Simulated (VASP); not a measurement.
Runs of VASP 6.6.1 on Hg. The structure is that of space group Im-3m (No. 229), or close to it. The cells are those of the table. 

| task | cell | cutoff (eV) | k mesh for the DOS | occupations for the DOS | gap on the mesh (eV) | pressure (GPa) |
| --- | --- | --- | --- | --- | --- | --- |
| single point | a = 3.299 Å, angles 109.5°, 1 atom | 500 | - | - | none | 0.9 |
| single point | a = 2.907 Å, angles 109.5°, 1 atom | 500 | - | - | none | 28.0 |
| single point | a = 3.356 Å, angles 109.5°, 1 atom | 500 | - | - | none | (a) |
| single point | a = 2.750 Å, angles 109.5°, 1 atom | 500 | - | - | none | 70.5 |
| single point | a = 2.473 Å, angles 109.5°, 1 atom | 500 | - | - | none | (b) |
| single point | a = 3.049 Å, angles 109.5°, 1 atom | 500 | - | - | none | 10.8 |

Alike in all rows: level PBE; potentials or basis VASP PAW PBE potentials, release 64 (Hg); no spin polarisation; k mesh 14 × 14 × 14; smearing fermi-dirac 0.1 eV.

Question: Fill in the values left out.

Answer: (a) 0.1; (b) 307.8.

Caveats: spin-orbit coupling is left out, which moves the levels of the heavy elements.

A k mesh can miss the band edges, and the runs leave out spin-orbit coupling on Hg.

A gap of «none» marks levels without a gap at the run's occupations.
